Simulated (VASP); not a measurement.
# SrO in VASP: further runs

Runs on SrO. Level: PBE. Tasks: single point.

Program: VASP 6.6.1. These are calculated values, not measurements. Logs are shortened: lines on timing, memory, paths and dates and some standing lists are left out, and cuts for length are marked.

### Step 1. The cell of the first run

The structure is tetragonal, space group I4/mmm (No. 139). Conventional cell: a = 3.707 Å, b = 3.707 Å, c = 5.140 Å, α = 90.00°, β = 90.00°, γ = 90.00°. Within 3.4 Å of Sr (site symmetry 4/mmm) lie 6 O at 2.57 to 2.62 Å. O (site symmetry 4/mmm) has 6 Sr at 2.57 to 2.62 Å within 3.4 Å.

### Step 2. Single point, PBE (equal xx and yy strain of +2 %)

Contents of INCAR:

```
ALGO = Normal
EDIFF = 1E-7
ENCUT = 520
GGA = PE
ISIF = 2
ISMEAR = -1
LASPH = T
LCHARG = F
LREAL = F
LWAVE = F
NBANDS = 15
NELM = 80
PREC = Accurate
SIGMA = 0.02
```

Contents of KPOINTS:

```
k-points
0
Gamma
  8 8 8
```

Contents of POSCAR:

```
SrO
1.0
    0.0000000000      2.6211960000      2.5698000000
    2.6211960000      0.0000000000      2.5698000000
    2.6211960000      2.6211960000      0.0000000000
Sr O
1 1
Direct
    0.0000000000      0.0000000000      0.0000000000
    0.5000000000      0.5000000000      0.5000000000
```

Potentials or basis: VASP PAW PBE potentials, release 64 (Sr_sv, O).

Run with:

```bash
> cat potpaw_PBE.64/Sr_sv/POTCAR potpaw_PBE.64/O/POTCAR > POTCAR
> mpirun -np 1 vasp_std > vasp.out
```

OUTCAR:

```text
EDIFF = 1E-7
   ENCUT = 520
   GGA = PE
   ISIF = 2
   ISMEAR = -1
   LASPH = T
   LREAL = F
   NELM = 80
   PREC = Accurate

 ion  position               nearest neighbor table
   1  0.000  0.000  0.000-   2 2.57   2 2.57   2 2.62   2 2.62   2 2.62   2 2.62
   2  0.500  0.500  0.500-   1 2.57   1 2.57   1 2.62   1 2.62   1 2.62   1 2.62

  LATTYP: Found a body centered tetragonal cell.
 ALAT       =     3.7069309328
 C/A-ratio  =     1.3864838847

  Lattice vectors:

 A1 = (   0.0000000000,  -2.6211960000,  -2.5698000000)
 A2 = (   0.0000000000,   2.6211960000,  -2.5698000000)
 A3 = (   2.6211960000,   0.0000000000,   2.5698000000)

Analysis of symmetry for initial positions (statically):
=====================================================================
 Subroutine PRICEL returns:
 Original cell was already a primitive cell.

 Routine SETGRP: Setting up the symmetry group for a
 body centered tetragonal supercell.

 Subroutine GETGRP returns: Found 16 space group operations
 (whereof 16 operations were pure point group operations)
 out of a pool of 16 trial point group operations.

The static configuration has the point symmetry D_4h.

Analysis of symmetry for dynamics (positions and initial velocities):
=====================================================================
 Subroutine PRICEL returns:
 Original cell was already a primitive cell.

 Routine SETGRP: Setting up the symmetry group for a
 body centered tetragonal supercell.

 Subroutine GETGRP returns: Found 16 space group operations
 (whereof 16 operations were pure point group operations)
 out of a pool of 16 trial point group operations.

The dynamic configuration has the point symmetry D_4h.

 Subroutine INISYM returns: Found 16 space group operations
 (whereof 16 operations are pure point group operations),
 and found     1 'primitive' translations

----------------------------------------------------------------------------------------

                                     Primitive cell

  volume of cell :      35.3125

  direct lattice vectors                    reciprocal lattice vectors
     0.000000000  2.621196000  2.569800000    -0.190752618  0.190752618  0.194567671
     2.621196000  0.000000000  2.569800000     0.190752618 -0.190752618  0.194567671
     2.621196000  2.621196000  0.000000000     0.190752618  0.190752618 -0.194567671

  length of vectors
     3.670768381  3.670768381  3.706930933     0.332610435  0.332610435  0.332610435

  position of ions in fractional coordinates (direct lattice)
     0.000000000  0.000000000  0.000000000
     0.500000000  0.500000000  0.500000000

  ion indices of the primitive-cell ions
   primitive index   ion index
                 1           1
                 2           2

----------------------------------------------------------------------------------------

 KPOINTS: k-points

Automatic generation of k-mesh.
 Grid dimensions read from file:
 generate k-points for:    8    8    8

 Generating k-lattice:

  Cartesian coordinates                     Fractional coordinates (reciprocal lattice)
    -0.023844077  0.023844077  0.024320959     0.125000000  0.000000000  0.000000000
     0.023844077 -0.023844077  0.024320959     0.000000000  0.125000000  0.000000000
     0.023844077  0.023844077 -0.024320959    -0.000000000 -0.000000000  0.125000000

  Length of vectors
     0.041576304  0.041576304  0.041576304

  Shift w.r.t. Gamma in fractional coordinates (k-lattice)
     0.000000000  0.000000000  0.000000000

 Subroutine IBZKPT returns following result:
 ===========================================

 Found     59 irreducible k-points:

 Following reciprocal coordinates:
            Coordinates               Weight
  0.000000  0.000000  0.000000      1.000000
  0.125000  0.000000  0.000000      8.000000
  0.250000  0.000000  0.000000      8.000000
  0.375000  0.000000  0.000000      8.000000
  0.500000  0.000000  0.000000      4.000000
  0.125000  0.125000  0.000000      2.000000
[... 16 lines left out ...]
  0.250000  0.000000  0.125000     16.000000
  0.375000  0.000000  0.125000     16.000000
 [... further k-points ...]
   k-points           NKPTS =     59   k-points in BZ     NKDIM =     59   number of bands    NBANDS=     15
   number of dos      NEDOS =    301   number of ions     NIONS =      2
   total plane-waves  NPLWV =  21952
   dimension x,y,z NGX =    28 NGY =   28 NGZ =   28
   dimension x,y,z NGXF=    56 NGYF=   56 NGZF=   56
   ions per type =               1   1
   NGX,Y,Z   is equivalent  to a cutoff of  12.68, 12.68, 12.56 a.u.
   NGXF,Y,Z  is equivalent  to a cutoff of  25.36, 25.36, 25.11 a.u.
 SYSTEM =  unknown system
   PREC   = accura    normal or accurate (medium, high low for compatibility)
   ISTART =      0    job   : 0-new  1-cont  2-samecut
   ICHARG =      2    charge: 1-file 2-atom 10-const
   ISPIN  =      1    spin polarized calculation?
   LNONCOLLINEAR =      F non collinear calculations
   LSORBIT =      F    spin-orbit coupling
   LASPH  =      T    aspherical Exc in radial PAW
   ENCUT  =  520.0 eV  38.22 Ry    6.18 a.u.   6.83  6.83  6.89*2*pi/ulx,y,z
   NELM   =     80;   NELMIN=  2; NELMDL= -5     # of ELM steps
   EDIFF  = 0.1E-06   stopping-criterion for ELM
   LREAL  =      F    real-space projection
   EDIFFG = 0.1E-05   stopping-criterion for IOM
   NSW    =      0    number of steps for IOM
   IBRION =     -1    ionic relax: 0-MD 1-quasi-New 2-CG
   NFREE  =      0    steps in history (QN), initial steepest desc. (CG)
   ISIF   =      2    stress and relaxation
   ISYM   =      2    0-nonsym 1-usesym 2-fastsym
   POTIM  = 0.5000    time-step for ionic-motion
   TEBEG  =    0.0;   TEEND  =   0.0 temperature during run
   PSTRESS=    0.0 pullay stress
   NELECT =      16.0000    total number of electrons
   NUPDOWN=      -1.0000    fix difference up-down
   EMIN   =  10.00;   EMAX   =-10.00  energy-range for DOS
   EFERMI =   0.00;   METHOD = LEGACY
   ISMEAR =    -1;   SIGMA  =   0.02  broadening in eV -4-tet -1-fermi 0-gaus
   EFERMI_NEDOS =   21; number of points for ismear=-14 and -15
   IALGO  =     38    algorithm
   IMIX   =      4    mixing-type and parameters
     AMIX     =   0.40;   BMIX     =  1.00
     AMIX_MAG =   1.60;   BMIX_MAG =  1.00
  volume/ion in A,a.u.               =      17.66       119.15
  Fermi-wavevector in a.u.,A,eV,Ry     =   1.257396  2.376134 21.511417  1.581045
  Thomas-Fermi vector in A             =   2.391057
   LORBIT       =      0    0 simple, 1 ext, 2 COOP (PROOUT), +10 PAW based schemes
   GGA     = PE    functional components
   LHFCALC =     F    Hartree Fock is set to
   AEXX    =    0.0000 exact exchange contribution
   IVDW    =     0    specifies the selected vdW correction
   LEPSILON=     F    determine dielectric tensor
   LRPA    =     F    only Hartree local field effects (RPA)
 non-spin polarized calculation
  energy-cutoff  :      520.00
  volume of cell :       35.31
 maximum number of plane-waves:       966
   NGX = 13   NGY = 13   NGZ = 13

 number of electron      16.0000002 magnetization

 Free energy of the ion-electron system (eV)
  ---------------------------------------------------
  ext. energy  EPLUGINS =         0.00000000
  ---------------------------------------------------
  free energy    TOTEN  =       -12.05176711 eV

  energy without entropy =      -12.05176711  energy(sigma->0) =      -12.05176711

 E-fermi :   2.0398     XC(G=0):  -9.8465

 val. band max:        1.5306247152   @ k =   0.0000   0.0000   0.0000
 cond. band min:       4.7240908847   @ k =   0.5000   0.5000   0.0000
 fundamental gap:      3.1934661695
 Fermi energy:         2.0398425291

 k-point     1 :       0.0000    0.0000    0.0000
  band No.  band energies     occupation
      1     -31.0373      2.00000
      2     -13.5557      2.00000
      3     -12.7179      2.00000
      4     -12.7179      2.00000
      5     -12.7025      2.00000
      6       1.4662      2.00000
      7       1.4662      2.00000
      8       1.5306      2.00000
      9       5.1946      0.00000
     10       7.5667      0.00000
     11       7.5667      0.00000
     12       7.7088      0.00000
     13       9.5666      0.00000
     14       9.8362      0.00000
     15      14.0134      0.00000

 k-point     2 :       0.1250    0.0000    0.0000
  band No.  band energies     occupation
      1     -31.0204      2.00000
      2     -13.9312      2.00000
      3     -12.7313      2.00000
      4     -12.7178      2.00000
      5     -12.3781      2.00000
      6       1.0426      2.00000
      7       1.2862      2.00000
      8       1.3235      2.00000
      9       5.8779      0.00000
     10       7.4626      0.00000
     11       7.8659      0.00000
     12       7.9517      0.00000
     13       9.9444      0.00000
     14      10.2234      0.00000
     15      14.9677      0.00000

 k-point     3 :       0.2500    0.0000    0.0000
  band No.  band energies     occupation
      1     -30.9795      2.00000
      2     -14.4798      2.00000
      3     -12.7632      2.00000
      4     -12.7396      2.00000
      5     -11.9311      2.00000
      6       0.2465      2.00000
      7       0.8960      2.00000
      8       0.9141      2.00000
      9       7.2844      0.00000
     10       7.4851      0.00000
     11       8.6732      0.00000
     12       8.7239      0.00000
     13      10.8980      0.00000
     14      11.1895      0.00000
     15      16.8360      0.00000
[... 343 lines left out ...]
 k-point    23 :       0.2500    0.0000    0.1250
  band No.  band energies     occupation
      1     -30.9831      2.00000
      2     -14.3045      2.00000
      3     -12.8023      2.00000
      4     -12.7842      2.00000
      5     -12.0863      2.00000
      6       0.2838      2.00000
      7       1.1239      2.00000
      8       1.2345      2.00000
      9       6.6835      0.00000
     10       6.9806      0.00000
     11       8.8825      0.00000
     12       9.0371      0.00000
     13      10.5271      0.00000
     14      11.1321      0.00000
     15      16.8462      0.00000

 k-point    24 :       0.3750    0.0000    0.1250
  band No.  band energies     occupation
      1     -30.9419      2.00000
      2     -14.6874      2.00000
      3     -12.8400      2.00000
      4     -12.8183      2.00000
      5     -11.8335      2.00000
      6      -0.1005      2.00000
      7       0.6817      2.00000
      8       0.8587      2.00000
      9       7.0324      0.00000
     10       8.2660      0.00000
     11       9.7183      0.00000
     12       9.9223      0.00000
     13      11.6907      0.00000
     14      12.0500      0.00000
     15      16.6797      0.00000

 [... further k-points ...]
[... 5 lines left out ...]
  --------------------------------------------------------------------------------------
  -------------------------------------------------------------------------------------
  Total       -0.1850829     -0.1850829      0.3336855      0.0000000     -0.0000000      0.0000000
  in kB       -8.3974717     -8.3974717     15.1397808      0.0000000     -0.0000000      0.0000000
  external PRESSURE =      -0.5517209 kB  Pullay stress =       0.0000000 kB

 VOLUME and BASIS-vectors are now :
 -----------------------------------------------------------------------------
  energy-cutoff  :      520.00
  volume of cell :       35.31
      direct lattice vectors                 reciprocal lattice vectors
     0.000000000  2.621196000  2.569800000    -0.190752618  0.190752618  0.194567671
     2.621196000  0.000000000  2.569800000     0.190752618 -0.190752618  0.194567671
     2.621196000  2.621196000  0.000000000     0.190752618  0.190752618 -0.194567671

 POSITION                                       TOTAL-FORCE (eV/Angst)
 -----------------------------------------------------------------------------------
      0.00000      0.00000      0.00000         0.000000     -0.000000     -0.000000
      2.62120      2.62120      2.56980        -0.000000      0.000000      0.000000
 -----------------------------------------------------------------------------------
    total drift:                                0.000000      0.000000      0.000000

  FREE ENERGIE OF THE ION-ELECTRON SYSTEM (eV)
  ---------------------------------------------------
  free  energy   TOTEN  =       -12.0517671078 eV

  energy  without entropy=      -12.0517671078  energy(sigma->0) =      -12.05176711
```

Wall time 24 s (1 thread of Intel Xeon Platinum 8488C (Sapphire Rapids), shared host); peak memory 0.17 GiB.

Results:

| Property | Result |
| --- | --- |
| Free energy | -12.0518 eV |
| Pressure | -0.1 GPa |
| Band gap on the k mesh | 3.19 eV, indirect (least direct gap 3.37 eV) |

Stress tensor (GPa, compression positive):
```
-0.84  0.00  0.00
 0.00 -0.84  0.00
 0.00  0.00  1.51
```

Caveat: the cell differs from its parent crystal (equal xx and yy strain of +2 %).

### Step 3. Single point, PBE (volume scaled by 0.95)

Contents of INCAR:

```
SYSTEM = SrO
PREC = Accurate
ENCUT = 520
EDIFF = 1E-7
ISMEAR = -1
SIGMA = 0.02
LREAL = .False.
LASPH = .True.
NELM = 100
ALGO = Normal
ISIF = 2
LWAVE = .False.
LCHARG = .False.
GGA = PE
NBANDS = 15
```

Contents of KPOINTS:

```
regular mesh
0
Gamma
  8 8 8
  0 0 0
```

Contents of POSCAR:

```
SrO
1.0
    0.0000000000      2.5262356518      2.5262356518
    2.5262356518      0.0000000000      2.5262356518
    2.5262356518      2.5262356518      0.0000000000
Sr O
1 1
Direct
    0.0000000000      0.0000000000      0.0000000000
    0.5000000000      0.5000000000      0.5000000000
```

Potentials or basis: VASP PAW PBE potentials, release 64 (Sr_sv, O).

Run with:

```bash
> cat potpaw_PBE.64/Sr_sv/POTCAR potpaw_PBE.64/O/POTCAR > POTCAR
> mpirun -np 1 vasp_std > vasp.out
```

Run time: 16 s. Hardware: 1 thread of Intel Xeon 6975P-C, shared host; peak memory 0.16 GiB.

It converged, with:

```
Free energy            : -11.9729 eV
Pressure               : 9.3 GPa
Band gap on the k mesh : 3.23 eV, indirect (least direct gap 3.28 eV)
```

Levels at points of the mesh, in eV from the valence-band top:
```
           k point  band 5  band 6  band 7  band 8  band 9  band 10  band 11  band 12
(0.00, 0.00, 0.00)  -13.79    0.00    0.00    0.00    4.37     6.32     6.32     6.32
(0.50, 0.00, 0.00)  -12.57   -2.27   -1.25   -1.25    6.78     8.89     9.15     9.15
(0.50, 0.50, 0.00)  -14.22   -0.33   -0.05   -0.05    3.23     8.21    10.52    10.87
```
